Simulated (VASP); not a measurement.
# SiO2 (I-42d) in VASP: a series of runs

SiO2 is run at these levels: PBEsol; tasks: single point.

All numbers are computed with VASP 6.6.1; they aren't measurements. Logs are shortened: lines on timing, memory, paths and dates and some standing lists are left out, and cuts for length are marked.

### 1 The cell of the first run

The structure is tetragonal, space group I-42d (No. 122). The conventional cell has a = 4.841 Å, b = 4.841 Å, c = 7.635 Å, α = 90.00°, β = 90.00°, γ = 90.00°. Within 2.2 Å of Si (site symmetry -4) lie 4 O at 1.65 Å. O (site symmetry 2) has 2 Si at 1.65 Å within 2.2 Å.

### 2 Single point, PBEsol (volume scaled by 1.06)

File INCAR:

```
  PREC = Accurate
  ENCUT = 520
  EDIFF = 1E-6
  ISMEAR = -1
  SIGMA = 0.03
  LREAL = False
  LASPH = True
  NELM = 80
  ALGO = Normal
  ISIF = 2
  LWAVE = False
  LCHARG = True
  GGA = PS
  LELF = True
  LVHAR = True
  NBANDS = 25
```

File KPOINTS:

```
Automatic mesh
0
Gamma
  7 7 7
```

File POSCAR:

```
SiO2
1.0
   -2.4206118211      2.4206118211      3.8174304072
    2.4206118211     -2.4206118211      3.8174304072
    2.4206118211      2.4206118211     -3.8174304072
Si O
2 4
Direct
    0.0000000000      0.0000000000      0.0000000000
    0.7500000000      0.2500000000      0.5000000000
    0.9983800000      0.6250000000      0.8733800000
    0.3750000000      0.2483800000      0.3733800000
    0.7516200000      0.1250000000      0.1266200000
    0.8750000000      0.0016200000      0.6266200000
```

Potentials or basis: VASP PAW PBE potentials, release 64 (Si, O).

Command:

```
$ cat potpaw_PBE.64/Si/POTCAR potpaw_PBE.64/O/POTCAR > POTCAR
$ mpirun -np 1 vasp_std > vasp.out
```

OUTCAR:

```text
PREC = Accurate
   ENCUT = 520
   EDIFF = 1E-6
   ISMEAR = -1
   LREAL = False
   LASPH = True
   NELM = 80
   ISIF = 2
   GGA = PS

 ion  position               nearest neighbor table
   1  0.000  0.000  0.000-   4 1.65   6 1.65   5 1.65   3 1.65   2 3.08   2 3.08   2 3.08   2 3.08

   2  0.750  0.250  0.500-   3 1.65   5 1.65   4 1.65   6 1.65   1 3.08   1 3.08   1 3.08   1 3.08

   3  0.998  0.625  0.873-   2 1.65   1 1.65
   4  0.375  0.248  0.373-   1 1.65   2 1.65
   5  0.752  0.125  0.127-   2 1.65   1 1.65
   6  0.875  0.002  0.627-   1 1.65   2 1.65

  LATTYP: Found a body centered tetragonal cell.
 ALAT       =     4.8412236422
 C/A-ratio  =     1.5770518734

  Lattice vectors:

 A1 = (  -2.4206118211,   2.4206118211,   3.8174304072)
 A2 = (   2.4206118211,  -2.4206118211,   3.8174304072)
 A3 = (   2.4206118211,   2.4206118211,  -3.8174304072)

Analysis of symmetry for initial positions (statically):
=====================================================================
 Subroutine PRICEL returns:
 Original cell was already a primitive cell.

 Routine SETGRP: Setting up the symmetry group for a
 body centered tetragonal supercell.

 Subroutine GETGRP returns: Found  8 space group operations
 (whereof  4 operations were pure point group operations)
 out of a pool of 16 trial point group operations.

The static configuration has the point symmetry S_4 .
 The point group associated with its full space group is D_2d.

Analysis of symmetry for dynamics (positions and initial velocities):
=====================================================================
 Subroutine PRICEL returns:
 Original cell was already a primitive cell.

 Routine SETGRP: Setting up the symmetry group for a
 body centered tetragonal supercell.

 Subroutine GETGRP returns: Found  8 space group operations
 (whereof  4 operations were pure point group operations)
 out of a pool of 16 trial point group operations.

The dynamic configuration has the point symmetry S_4 .
 The point group associated with its full space group is D_2d.

 Subroutine INISYM returns: Found  8 space group operations
 (whereof  4 operations are pure point group operations),
 and found     1 'primitive' translations

----------------------------------------------------------------------------------------

                                     Primitive cell

  volume of cell :      89.4708

  direct lattice vectors                    reciprocal lattice vectors
    -2.420611821  2.420611821  3.817430407     0.000000000  0.206559348  0.130978157
     2.420611821 -2.420611821  3.817430407     0.206559348  0.000000000  0.130978157
     2.420611821  2.420611821 -3.817430407     0.206559348  0.206559348  0.000000000

  length of vectors
     5.127523583  5.127523583  5.127523583     0.244585449  0.244585449  0.292119032

  position of ions in fractional coordinates (direct lattice)
     0.000000000  0.000000000  0.000000000
     0.750000000  0.250000000  0.500000000
     0.998380000  0.625000000  0.873380000
     0.375000000  0.248380000  0.373380000
     0.751620000  0.125000000  0.126620000
     0.875000000  0.001620000  0.626620000

  ion indices of the primitive-cell ions
   primitive index   ion index
                 1           1
                 2           2
                 3           3
                 4           4
                 5           5
                 6           6

----------------------------------------------------------------------------------------

 KPOINTS: Automatic mesh

Automatic generation of k-mesh.
 Grid dimensions read from file:
 generate k-points for:    7    7    7

 Generating k-lattice:

  Cartesian coordinates                     Fractional coordinates (reciprocal lattice)
     0.000000000  0.029508478  0.018711165     0.142857143  0.000000000 -0.000000000
     0.029508478  0.000000000  0.018711165     0.000000000  0.142857143 -0.000000000
     0.029508478  0.029508478  0.000000000     0.000000000  0.000000000  0.142857143

  Length of vectors
     0.034940778  0.034940778  0.041731290

  Shift w.r.t. Gamma in fractional coordinates (k-lattice)
     0.000000000  0.000000000  0.000000000

 Subroutine IBZKPT returns following result:
 ===========================================

 Found     40 irreducible k-points:

 Following reciprocal coordinates:
            Coordinates               Weight
  0.000000  0.000000  0.000000      1.000000
  0.142857  0.000000 -0.000000      8.000000
  0.285714  0.000000 -0.000000      8.000000
  0.428571  0.000000 -0.000000      8.000000
  0.142857  0.142857 -0.000000      8.000000
  0.285714  0.142857 -0.000000     16.000000
[... 16 lines left out ...]
 -0.142857  0.285714  0.142857      8.000000
 -0.428571  0.428571  0.142857      8.000000
 [... further k-points ...]
   k-points           NKPTS =     40   k-points in BZ     NKDIM =     40   number of bands    NBANDS=     25
   number of dos      NEDOS =    301   number of ions     NIONS =      6
   total plane-waves  NPLWV =  64000
   dimension x,y,z NGX =    40 NGY =   40 NGZ =   40
   dimension x,y,z NGXF=    80 NGYF=   80 NGZF=   80
   ions per type =               2   4
   NGX,Y,Z   is equivalent  to a cutoff of  12.97, 12.97, 12.97 a.u.
   NGXF,Y,Z  is equivalent  to a cutoff of  25.94, 25.94, 25.94 a.u.
 SYSTEM =  unknown system
   PREC   = accura    normal or accurate (medium, high low for compatibility)
   ISTART =      0    job   : 0-new  1-cont  2-samecut
   ICHARG =      2    charge: 1-file 2-atom 10-const
   ISPIN  =      1    spin polarized calculation?
   LNONCOLLINEAR =      F non collinear calculations
   LSORBIT =      F    spin-orbit coupling
   LASPH  =      T    aspherical Exc in radial PAW
   ENCUT  =  520.0 eV  38.22 Ry    6.18 a.u.   9.53  9.53  9.53*2*pi/ulx,y,z
   NELM   =     80;   NELMIN=  2; NELMDL= -5     # of ELM steps
   EDIFF  = 0.1E-05   stopping-criterion for ELM
   LREAL  =      F    real-space projection
   EDIFFG = 0.1E-04   stopping-criterion for IOM
   NSW    =      0    number of steps for IOM
   IBRION =     -1    ionic relax: 0-MD 1-quasi-New 2-CG
   NFREE  =      0    steps in history (QN), initial steepest desc. (CG)
   ISIF   =      2    stress and relaxation
   ISYM   =      2    0-nonsym 1-usesym 2-fastsym
   POTIM  = 0.5000    time-step for ionic-motion
   TEBEG  =    0.0;   TEEND  =   0.0 temperature during run
   PSTRESS=    0.0 pullay stress
   NELECT =      32.0000    total number of electrons
   NUPDOWN=      -1.0000    fix difference up-down
   EMIN   =  10.00;   EMAX   =-10.00  energy-range for DOS
   EFERMI =   0.00;   METHOD = LEGACY
   ISMEAR =    -1;   SIGMA  =   0.03  broadening in eV -4-tet -1-fermi 0-gaus
   EFERMI_NEDOS =   21; number of points for ismear=-14 and -15
   IALGO  =     38    algorithm
   IMIX   =      4    mixing-type and parameters
     AMIX     =   0.40;   BMIX     =  1.00
     AMIX_MAG =   1.60;   BMIX_MAG =  1.00
  volume/ion in A,a.u.               =      14.91       100.63
  Fermi-wavevector in a.u.,A,eV,Ry     =   1.162067  2.195987 18.373291  1.350399
  Thomas-Fermi vector in A             =   2.298632
   LORBIT       =      0    0 simple, 1 ext, 2 COOP (PROOUT), +10 PAW based schemes
   GGA     = PS    functional components
   LHFCALC =     F    Hartree Fock is set to
   AEXX    =    0.0000 exact exchange contribution
   IVDW    =     0    specifies the selected vdW correction
   LEPSILON=     F    determine dielectric tensor
   LRPA    =     F    only Hartree local field effects (RPA)
 non-spin polarized calculation
  energy-cutoff  :      520.00
  volume of cell :       89.47
 maximum number of plane-waves:      2428
 NGX is ok and might be reduce to    40
   NGX = 19   NGY = 19   NGZ = 19

 number of electron      32.0000007 magnetization

 Free energy of the ion-electron system (eV)
  ---------------------------------------------------
  ext. energy  EPLUGINS =         0.00000000
  ---------------------------------------------------
  free energy    TOTEN  =       -49.20728952 eV

  energy without entropy =      -49.20728952  energy(sigma->0) =      -49.20728952

 E-fermi :   0.0765     XC(G=0):  -8.4665

 val. band max:       -0.5678650372   @ k =   0.0000   0.0000   0.0000
 cond. band min:       4.9979067964   @ k =   0.0000   0.0000   0.0000
 fundamental gap:      5.5657718336
 Fermi energy:         0.0764741864

 k-point     1 :       0.0000    0.0000    0.0000
  band No.  band energies     occupation
      1     -19.3168      2.00000
      2     -17.3347      2.00000
      3     -17.3164      2.00000
      4     -17.3164      2.00000
      5      -9.2542      2.00000
      6      -5.7033      2.00000
[... 17 lines left out ...]
     24      12.8393      0.00000
     25      12.9186      0.00000

 k-point     2 :       0.1429    0.0000   -0.0000
  band No.  band energies     occupation
      1     -19.2564      2.00000
      2     -17.4215      2.00000
      3     -17.3355      2.00000
      4     -17.3163      2.00000
      5      -9.1118      2.00000
      6      -5.7675      2.00000
[... 17 lines left out ...]
     24      12.3673      0.00000
     25      13.0061      0.00000

 k-point     3 :       0.2857    0.0000   -0.0000
  band No.  band energies     occupation
      1     -19.0943      2.00000
      2     -17.6644      2.00000
      3     -17.3486      2.00000
      4     -17.3223      2.00000
      5      -8.7556      2.00000
      6      -5.9865      2.00000
[... 17 lines left out ...]
     24      11.8227      0.00000
     25      13.0562      0.00000

 k-point     4 :       0.4286    0.0000   -0.0000
  band No.  band energies     occupation
      1     -18.9151      2.00000
      2     -17.9064      2.00000
      3     -17.3556      2.00000
      4     -17.3303      2.00000
      5      -8.4095      2.00000
      6      -6.2275      2.00000
[... 17 lines left out ...]
     24      11.7960      0.00000
     25      12.8065      0.00000
[... 477 lines left out ...]
 k-point    22 :      -0.2857    0.2857    0.1429
  band No.  band energies     occupation
      1     -18.9397      2.00000
      2     -17.8516      2.00000
      3     -17.3747      2.00000
      4     -17.3325      2.00000
      5      -8.4399      2.00000
      6      -6.3888      2.00000
[... 17 lines left out ...]
     24      11.5002      0.00000
     25      12.5782      0.00000

 k-point    23 :      -0.1429    0.2857    0.1429
  band No.  band energies     occupation
      1     -18.9751      2.00000
      2     -17.8185      2.00000
      3     -17.3708      2.00000
      4     -17.3202      2.00000
      5      -8.5134      2.00000
      6      -6.2193      2.00000
[... 17 lines left out ...]
     24      11.5004      0.00000
     25      12.9787      0.00000

 k-point    24 :      -0.4286    0.4286    0.1429
  band No.  band energies     occupation
      1     -18.6126      2.00000
      2     -18.2274      2.00000
      3     -17.3787      2.00000
      4     -17.3623      2.00000
      5      -7.7811      2.00000
      6      -7.0494      2.00000
[... 17 lines left out ...]
     24      11.7856      0.00000
     25      12.1905      0.00000

 [... further k-points ...]
[... 5 lines left out ...]
  --------------------------------------------------------------------------------------
  -------------------------------------------------------------------------------------
  Total       -3.6692889     -3.6692889     -4.9067427      0.0000000      0.0000000      0.0000000
  in kB      -65.7069145    -65.7069145    -87.8663219      0.0000000      0.0000000      0.0000000
  external PRESSURE =     -73.0933836 kB  Pullay stress =       0.0000000 kB

 VOLUME and BASIS-vectors are now :
 -----------------------------------------------------------------------------
  energy-cutoff  :      520.00
  volume of cell :       89.47
      direct lattice vectors                 reciprocal lattice vectors
    -2.420611821  2.420611821  3.817430407     0.000000000  0.206559348  0.130978157
     2.420611821 -2.420611821  3.817430407     0.206559348  0.000000000  0.130978157
     2.420611821  2.420611821 -3.817430407     0.206559348  0.206559348  0.000000000

 POSITION                                       TOTAL-FORCE (eV/Angst)
 -----------------------------------------------------------------------------------
      0.00000      0.00000      0.00000         0.000000     -0.000000     -0.000000
     -0.00000      2.42061      1.90872         0.000000     -0.000000      0.000000
      1.21031      3.01792      2.86307         0.000000     -0.664511      0.000000
      0.59731      1.21031      0.95436        -0.664511     -0.000000      0.000000
     -1.21031      1.82330      2.86307         0.000000      0.664511      0.000000
     -0.59731      3.63092      0.95436         0.664511      0.000000      0.000000
 -----------------------------------------------------------------------------------
    total drift:                               -0.000001     -0.000001     -0.000001

  FREE ENERGIE OF THE ION-ELECTRON SYSTEM (eV)
  ---------------------------------------------------
  free  energy   TOTEN  =       -49.2072895165 eV

  energy  without entropy=      -49.2072895164  energy(sigma->0) =      -49.20728952
```

Run time: 1.9 min. Hardware: 1 thread of Intel Xeon Platinum 8488C (Sapphire Rapids), shared host; peak memory 0.25 GiB.

What came out:

| Property | Result |
| --- | --- |
| Free energy | -49.2073 eV |
| Pressure | -7.3 GPa |
| Largest force | 0.665 eV/Å |
| Band gap on the k mesh | 5.57 eV, direct |

Forces in eV/Å, atoms in the order of the input:
```
Si   0.000  0.000  0.000
Si   0.000  0.000  0.000
O    0.000 -0.665  0.000
O   -0.665  0.000  0.000
O    0.000  0.665  0.000
O    0.665  0.000  0.000
```

Stress tensor (GPa, compression positive):
```
-6.57  0.00  0.00
 0.00 -6.57  0.00
 0.00  0.00 -8.79
```

Caveat: the PAW data sets were made with another functional, which shifts forces and pressure a little. A k mesh can miss the band edges.

### 3 Single point, PBEsol (equal xx and yy strain of -3 %)

File INCAR:

```
ALGO = Normal
EDIFF = 1E-7
ENCUT = 520
GGA = PS
ISIF = 2
ISMEAR = -1
LASPH = True
LCHARG = False
LREAL = False
LWAVE = False
NBANDS = 25
NELM = 60
PREC = Accurate
SIGMA = 0.03
```

File KPOINTS:

```
k-points
0
Gamma
  7 7 7
```

Changes to POSCAR since step 2:

```diff
@@ -2,5 +2,5 @@
 1.0
-   -2.4206118211      2.4206118211      3.8174304072
-    2.4206118211     -2.4206118211      3.8174304072
-    2.4206118211      2.4206118211     -3.8174304072
+   -2.3028285000      2.3028285000      3.7440000000
+    2.3028285000     -2.3028285000      3.7440000000
+    2.3028285000      2.3028285000     -3.7440000000
 Si O
```

Potentials or basis: VASP PAW PBE potentials, release 64 (Si, O).

Command:

```
$ cat potpaw_PBE.64/Si/POTCAR potpaw_PBE.64/O/POTCAR > POTCAR
$ mpirun -np 1 vasp_std > vasp.out
```

Run time: 2 min. Hardware: 1 thread of Intel Xeon 6975P-C, shared host; peak memory 0.25 GiB.

Results (log left out):

| Item | Value |
| --- | --- |
| Free energy | -49.0408 eV |
| Pressure | 13.3 GPa |
| Largest force | 0.923 eV/Å |
| Band gap on the k mesh | 6.29 eV, direct |

Forces on the atoms (eV/Å):
```
Si   0.000  0.000  0.000
Si   0.000  0.000  0.000
O    0.000  0.923  0.000
O    0.923  0.000  0.000
O    0.000 -0.923  0.000
O   -0.923  0.000  0.000
```

Stress tensor (GPa, compression positive):
```
14.30  0.00  0.00
 0.00 14.30  0.00
 0.00  0.00 11.33
```

Levels at points of the mesh, in eV from the valence-band top:
```csv
k point,band 13,band 14,band 15,band 16,band 17,band 18,band 19,band 20
"(0.00, 0.00, 0.00)",-1.47,-1.06,0.00,0.00,6.29,8.70,11.47,11.47
```

Caveat: the cell differs from its parent crystal (equal xx and yy strain of -3 %); the PAW data sets were made with another functional, which shifts forces and pressure a little. A k mesh can miss the band edges.
